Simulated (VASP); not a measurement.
A run of VASP 6.6.1 is set up as follows.

The input INCAR:

```
PREC = Accurate ; ENCUT = 520
EDIFF = 1E-7 ; ISMEAR = -1
SIGMA = 0.05 ; LREAL = False
LASPH = True ; NELM = 100
ALGO = Normal ; ISIF = 2
LWAVE = False ; LCHARG = False
GGA = CA ; NBANDS = 24
```

Contents of KPOINTS:

```
regular mesh
0
Gamma
  11 11 11
```

File POSCAR:

```
TaAs
1.0
   -1.7218133622      1.7218133622      5.8679415361
    1.7218133622     -1.7218133622      5.8679415361
    1.7218133622      1.7218133622     -5.8679415361
Ta As
2 2
Direct
    0.4999673000      0.4999673000      0.0000000000
    0.2499673000      0.7499673000      0.5000000000
    0.0826321200      0.0826321200      0.0000000000
    0.8326321200      0.3326321200      0.5000000000
```

Potentials or basis: VASP PAW LDA potentials, release 64 (Ta_pv, As).

The run is started by

```bash
$ cat potpaw_LDA.64/Ta_pv/POTCAR potpaw_LDA.64/As/POTCAR > POTCAR
$ mpirun -np 1 vasp_std > vasp.out
```

**Question.** What does it give for the largest force?

**Answer.** 0.022 eV/Å.

**Question.** Estimate the pressure.

**Answer.** -6.6 GPa.

Stress tensor (GPa, compression positive):
```
-6.52  0.00  0.00
 0.00 -6.52  0.00
 0.00  0.00 -6.68
```

Caveat: the cell stands under tension.
